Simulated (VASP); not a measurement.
# Sn (I4_1/amd) in VASP: single point with PBE

Aim: the single point of Sn with PBE.

Everything below comes from runs of VASP 6.6.1. Logs are shortened: lines on timing, memory, paths and dates and some standing lists are left out, and cuts for length are marked.

## Step 1: The cell of the first run

The structure is tetragonal, space group I4_1/amd (No. 141). Conventional cell: a = 5.690 Å, b = 5.690 Å, c = 3.086 Å, α = 90.00°, β = 90.00°, γ = 90.00°. Within 3.9 Å of Sn (site symmetry -4m2) lie 10 Sn at 2.95 to 3.67 Å.

## Step 2: Single point, PBE (24.98 Å³/atom)

The input, INCAR:

```
PREC     = Accurate       # precision mode
ENCUT    = 520            # plane-wave cutoff, eV
EDIFF    = 1E-6           # SCF threshold, eV
ISMEAR   = -1             # smearing method
SIGMA    = 0.05           # smearing width, eV
LREAL    = False          # projectors in reciprocal space
LASPH    = True           # aspherical terms in the spheres
NELM     = 60             # most SCF steps
ALGO     = Normal         # electronic algorithm
ISIF     = 2              # what is computed and relaxed
LWAVE    = False          # write WAVECAR
LCHARG   = True           # write CHGCAR
GGA      = PE             # functional
LELF     = True           # ELF
LVHAR    = True         
NBANDS   = 21             # bands
```

The input, KPOINTS:

```
regular mesh
0
Gamma
  13 13 13
```

The input, POSCAR:

```
Sn
1.0
   -2.8449954717      2.8449954717      1.5429257662
    2.8449954717     -2.8449954717      1.5429257662
    2.8449954717      2.8449954717     -1.5429257662
Sn
2
Direct
   -0.3750000000     -0.1250000000     -0.2500000000
    0.3750000000      0.1250000000      0.2500000000
```

Potentials or basis: VASP PAW PBE potentials, release 64 (Sn_d).

On the command line:

```
$ cat potpaw_PBE.64/Sn_d/POTCAR > POTCAR
$ mpirun -np 1 vasp_std > vasp.out
```

OUTCAR:

```text
PREC = Accurate
   ENCUT = 520
   EDIFF = 1E-6
   ISMEAR = -1
   LREAL = False
   LASPH = True
   NELM = 60
   ISIF = 2
   GGA = PE

 ion  position               nearest neighbor table
   1  0.625  0.875  0.750-   2 2.95   2 2.95   2 2.95   2 2.95   2 3.67   2 3.67   2 3.67   2 3.67

   2  0.375  0.125  0.250-   1 2.95   1 2.95   1 2.95   1 2.95   1 3.67   1 3.67   1 3.67   1 3.67

  LATTYP: Found a body centered tetragonal cell.
 ALAT       =     5.6899909434
 C/A-ratio  =     0.5423297793

  Lattice vectors:

 A1 = (  -2.8449954717,   2.8449954717,   1.5429257662)
 A2 = (   2.8449954717,  -2.8449954717,   1.5429257662)
 A3 = (   2.8449954717,   2.8449954717,  -1.5429257662)

Analysis of symmetry for initial positions (statically):
=====================================================================
 Subroutine PRICEL returns:
 Original cell was already a primitive cell.

 Routine SETGRP: Setting up the symmetry group for a
 body centered tetragonal supercell.

 Subroutine GETGRP returns: Found 16 space group operations
 (whereof  4 operations were pure point group operations)
 out of a pool of 16 trial point group operations.

The static configuration has the point symmetry C_2h.
 The point group associated with its full space group is D_4h.

Analysis of symmetry for dynamics (positions and initial velocities):
=====================================================================
 Subroutine PRICEL returns:
 Original cell was already a primitive cell.

 Routine SETGRP: Setting up the symmetry group for a
 body centered tetragonal supercell.

 Subroutine GETGRP returns: Found 16 space group operations
 (whereof  4 operations were pure point group operations)
 out of a pool of 16 trial point group operations.

The dynamic configuration has the point symmetry C_2h.
 The point group associated with its full space group is D_4h.

 Subroutine INISYM returns: Found 16 space group operations
 (whereof  4 operations are pure point group operations),
 and found     1 'primitive' translations

----------------------------------------------------------------------------------------

                                     Primitive cell

  volume of cell :      49.9538

  direct lattice vectors                    reciprocal lattice vectors
    -2.844995472  2.844995472  1.542925766     0.000000000  0.175747204  0.324059661
     2.844995472 -2.844995472  1.542925766     0.175747204  0.000000000  0.324059661
     2.844995472  2.844995472 -1.542925766     0.175747204  0.175747204  0.000000000

  length of vectors
     4.309131976  4.309131976  4.309131976     0.368648536  0.368648536  0.248544080

  position of ions in fractional coordinates (direct lattice)
     0.625000000  0.875000000  0.750000000
     0.375000000  0.125000000  0.250000000

  ion indices of the primitive-cell ions
   primitive index   ion index
                 1           1
                 2           2

----------------------------------------------------------------------------------------

 KPOINTS: regular mesh

Automatic generation of k-mesh.
 Grid dimensions read from file:
 generate k-points for:   13   13   13

 Generating k-lattice:

  Cartesian coordinates                     Fractional coordinates (reciprocal lattice)
     0.000000000  0.013519016  0.024927666     0.076923077  0.000000000 -0.000000000
     0.013519016  0.000000000  0.024927666     0.000000000  0.076923077 -0.000000000
     0.013519016  0.013519016  0.000000000     0.000000000  0.000000000  0.076923077

  Length of vectors
     0.028357580  0.028357580  0.019118775

  Shift w.r.t. Gamma in fractional coordinates (k-lattice)
     0.000000000  0.000000000  0.000000000

 Subroutine IBZKPT returns following result:
 ===========================================

 Found    196 irreducible k-points:

 Following reciprocal coordinates:
            Coordinates               Weight
  0.000000  0.000000  0.000000      1.000000
  0.076923  0.000000 -0.000000      8.000000
  0.153846  0.000000  0.000000      8.000000
  0.230769  0.000000  0.000000      8.000000
  0.307692  0.000000  0.000000      8.000000
  0.384615  0.000000 -0.000000      8.000000
[... 16 lines left out ...]
  0.384615  0.153846 -0.000000     16.000000
  0.461538  0.153846 -0.000000     16.000000
 [... further k-points ...]
   k-points           NKPTS =    196   k-points in BZ     NKDIM =    196   number of bands    NBANDS=     21
   number of dos      NEDOS =    301   number of ions     NIONS =      2
   total plane-waves  NPLWV =  32768
   dimension x,y,z NGX =    32 NGY =   32 NGZ =   32
   dimension x,y,z NGXF=    64 NGYF=   64 NGZF=   64
   ions per type =               2
   NGX,Y,Z   is equivalent  to a cutoff of  12.35, 12.35, 12.35 a.u.
   NGXF,Y,Z  is equivalent  to a cutoff of  24.69, 24.69, 24.69 a.u.
 SYSTEM =  unknown system
   PREC   = accura    normal or accurate (medium, high low for compatibility)
   ISTART =      0    job   : 0-new  1-cont  2-samecut
   ICHARG =      2    charge: 1-file 2-atom 10-const
   ISPIN  =      1    spin polarized calculation?
   LNONCOLLINEAR =      F non collinear calculations
   LSORBIT =      F    spin-orbit coupling
   LASPH  =      T    aspherical Exc in radial PAW
   ENCUT  =  520.0 eV  38.22 Ry    6.18 a.u.   8.01  8.01  8.01*2*pi/ulx,y,z
   NELM   =     60;   NELMIN=  2; NELMDL= -5     # of ELM steps
   EDIFF  = 0.1E-05   stopping-criterion for ELM
   LREAL  =      F    real-space projection
   EDIFFG = 0.1E-04   stopping-criterion for IOM
   NSW    =      0    number of steps for IOM
   IBRION =     -1    ionic relax: 0-MD 1-quasi-New 2-CG
   NFREE  =      0    steps in history (QN), initial steepest desc. (CG)
   ISIF   =      2    stress and relaxation
   ISYM   =      2    0-nonsym 1-usesym 2-fastsym
   POTIM  = 0.5000    time-step for ionic-motion
   TEBEG  =    0.0;   TEEND  =   0.0 temperature during run
   PSTRESS=    0.0 pullay stress
   NELECT =      28.0000    total number of electrons
   NUPDOWN=      -1.0000    fix difference up-down
   EMIN   =  10.00;   EMAX   =-10.00  energy-range for DOS
   EFERMI =   0.00;   METHOD = LEGACY
   ISMEAR =    -1;   SIGMA  =   0.05  broadening in eV -4-tet -1-fermi 0-gaus
   EFERMI_NEDOS =   21; number of points for ismear=-14 and -15
   IALGO  =     38    algorithm
   IMIX   =      4    mixing-type and parameters
     AMIX     =   0.40;   BMIX     =  1.00
     AMIX_MAG =   1.60;   BMIX_MAG =  1.00
  volume/ion in A,a.u.               =      24.98       168.55
  Fermi-wavevector in a.u.,A,eV,Ry     =   1.349806  2.550764 24.789502  1.821977
  Thomas-Fermi vector in A             =   2.477363
   LORBIT       =      0    0 simple, 1 ext, 2 COOP (PROOUT), +10 PAW based schemes
   GGA     = PE    functional components
   LHFCALC =     F    Hartree Fock is set to
   AEXX    =    0.0000 exact exchange contribution
   IVDW    =     0    specifies the selected vdW correction
   LEPSILON=     F    determine dielectric tensor
   LRPA    =     F    only Hartree local field effects (RPA)
 non-spin polarized calculation
  energy-cutoff  :      520.00
  volume of cell :       49.95
 maximum number of plane-waves:      1367
   NGX = 17   NGY = 17   NGZ = 17

 number of electron      28.0000009 magnetization

 Free energy of the ion-electron system (eV)
  ---------------------------------------------------
  ext. energy  EPLUGINS =         0.00000000
  ---------------------------------------------------
  free energy    TOTEN  =        -7.46060424 eV

  energy without entropy =       -7.45421735  energy(sigma->0) =       -7.45741080

 E-fermi :   9.0229     XC(G=0): -10.7024

 val. band max:        9.0172852901   @ k =   0.4615   0.3077   0.0000
 cond. band min:       9.0272625767   @ k =  -0.3077   0.1538   0.0769
 fundamental gap:      0.0099772866
 Fermi energy:         9.0228711208

 k-point     1 :       0.0000    0.0000    0.0000
  band No.  band energies     occupation
      1     -12.7531      2.00000
      2     -12.6486      2.00000
      3     -12.6006      2.00000
      4     -12.5846      2.00000
      5     -12.3828      2.00000
      6     -12.3828      2.00000
[... 13 lines left out ...]
     20      19.2703      0.00000
     21      19.9829      0.00000

 k-point     2 :       0.0769    0.0000   -0.0000
  band No.  band energies     occupation
      1     -12.7484      2.00000
      2     -12.6331      2.00000
      3     -12.5949      2.00000
      4     -12.5660      2.00000
      5     -12.3952      2.00000
      6     -12.3936      2.00000
[... 13 lines left out ...]
     20      18.8198      0.00000
     21      18.8588      0.00000

 k-point     3 :       0.1538    0.0000    0.0000
  band No.  band energies     occupation
      1     -12.7343      2.00000
      2     -12.5923      2.00000
      3     -12.5790      2.00000
      4     -12.5206      2.00000
      5     -12.4217      2.00000
      6     -12.4071      2.00000
[... 13 lines left out ...]
     20      17.5563      0.00000
     21      17.7529      0.00000

 k-point     4 :       0.2308    0.0000    0.0000
  band No.  band energies     occupation
      1     -12.7132      2.00000
      2     -12.5570      2.00000
      3     -12.5463      2.00000
      4     -12.4862      2.00000
      5     -12.4528      2.00000
      6     -12.4006      2.00000
[... 13 lines left out ...]
     20      16.6131      0.00000
     21      17.8777      0.00000

 k-point     5 :       0.3077    0.0000    0.0000
  band No.  band energies     occupation
      1     -12.6910      2.00000
      2     -12.5395      2.00000
      3     -12.5228      2.00000
      4     -12.4980      2.00000
      5     -12.4754      2.00000
      6     -12.4195      2.00000
[... 13 lines left out ...]
     20      15.9847      0.00000
     21      18.6614      0.00000
[... 382 lines left out ...]
     20      16.5168      0.00000
     21      17.7236      0.00000

 k-point    22 :       0.3077    0.1538    0.0000
  band No.  band energies     occupation
      1     -12.6779      2.00000
      2     -12.5607      2.00000
      3     -12.5202      2.00000
      4     -12.5013      2.00000
      5     -12.4660      2.00000
      6     -12.4483      2.00000
[... 13 lines left out ...]
     20      17.3893      0.00000
     21      18.7915      0.00000

 k-point    23 :       0.3846    0.1538   -0.0000
  band No.  band energies     occupation
      1     -12.6641      2.00000
      2     -12.5688      2.00000
      3     -12.5401      2.00000
      4     -12.4878      2.00000
      5     -12.4678      2.00000
      6     -12.4328      2.00000
[... 13 lines left out ...]
     20      18.3273      0.00000
     21      19.1788      0.00000

 k-point    24 :       0.4615    0.1538   -0.0000
  band No.  band energies     occupation
      1     -12.6535      2.00000
      2     -12.5671      2.00000
      3     -12.5406      2.00000
      4     -12.4887      2.00000
      5     -12.4599      2.00000
      6     -12.4282      2.00000
[... 13 lines left out ...]
     20      18.2615      0.00000
     21      18.7540      0.00000

 [... further k-points ...]

------------------------ aborting loop because EDIFF is reached ----------------------------------------

  FORCE on cell =-STRESS in cart. coord.  units (eV):
  Direction    XX          YY          ZZ          XY          YZ          ZX
  --------------------------------------------------------------------------------------
  -------------------------------------------------------------------------------------
  Total        2.5744577      2.5744577      2.5773928     -0.0000000      0.0000000      0.0000000
  in kB       82.5711182     82.5711182     82.6652568     -0.0000000      0.0000000      0.0000000
  external PRESSURE =      82.6024977 kB  Pullay stress =       0.0000000 kB

 VOLUME and BASIS-vectors are now :
 -----------------------------------------------------------------------------
  energy-cutoff  :      520.00
  volume of cell :       49.95
      direct lattice vectors                 reciprocal lattice vectors
    -2.844995472  2.844995472  1.542925766     0.000000000  0.175747204  0.324059661
     2.844995472 -2.844995472  1.542925766     0.175747204  0.000000000  0.324059661
     2.844995472  2.844995472 -1.542925766     0.175747204  0.175747204  0.000000000

 POSITION                                       TOTAL-FORCE (eV/Angst)
 -----------------------------------------------------------------------------------
      2.84500      1.42250      1.15719        -0.000000     -0.000000      0.000000
     -0.00000      1.42250      0.38573         0.000000      0.000000     -0.000000
 -----------------------------------------------------------------------------------
    total drift:                                0.000000     -0.000000      0.000000

  FREE ENERGIE OF THE ION-ELECTRON SYSTEM (eV)
  ---------------------------------------------------
  free  energy   TOTEN  =        -7.4606042408 eV

  energy  without entropy=       -7.4542173506  energy(sigma->0) =       -7.45741080
```

It took 1.7 min on 1 thread of AMD EPYC 9R45 (Zen 5), shared host; peak memory 0.26 GiB.

What came out:

- Free energy: -7.4606 eV
- Pressure: 8.3 GPa
- Band gap on the k mesh: zero (bands 14 and 15 overlap by 4.56 eV)

Caveat: the cell stands under pressure; spin-orbit coupling is left out, which moves the levels of the heavy elements.
